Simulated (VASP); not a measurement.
Input of a VASP 6.6.1 run:

The input INCAR:

```
SYSTEM = BP
PREC = Accurate
ENCUT = 500
EDIFF = 1E-6
ISMEAR = 0
SIGMA = 0.1
LREAL = .False.
LASPH = .True.
NELM = 120
ALGO = Normal
ISIF = 2
LWAVE = .False.
LCHARG = .True.
GGA = PS
LELF = .True.
LVHAR = .True.
NBANDS = 11
GGA_COMPAT = .False.
```

KPOINTS

```
regular mesh
0
Gamma
  8 8 8
  0 0 0
```

File POSCAR:

```
BP
1.0
    0.0000000000      2.2660723800      2.2660723800
    2.2660723800      0.0000000000      2.2660723800
    2.2660723800      2.2660723800      0.0000000000
B P
1 1
Direct
    0.0000000000      0.0000000000      0.0000000000
    0.7500000000      0.7500000000      0.7500000000
```

Potentials or basis: VASP PAW PBE potentials, release 64 (B, P).

The run is started by

```bash
$ cat potpaw_PBE.64/B/POTCAR potpaw_PBE.64/P/POTCAR > POTCAR
$ mpirun -np 1 vasp_std > vasp.out
```

(1) What does it give for the pressure?

(2) Predict the band gap on the k mesh.

## Answers

(1) -1.2 GPa.

(2) 1.16 eV, indirect (least direct gap 3.36 eV).

Caveat: the PAW data sets were made with another functional, which shifts forces and pressure a little.
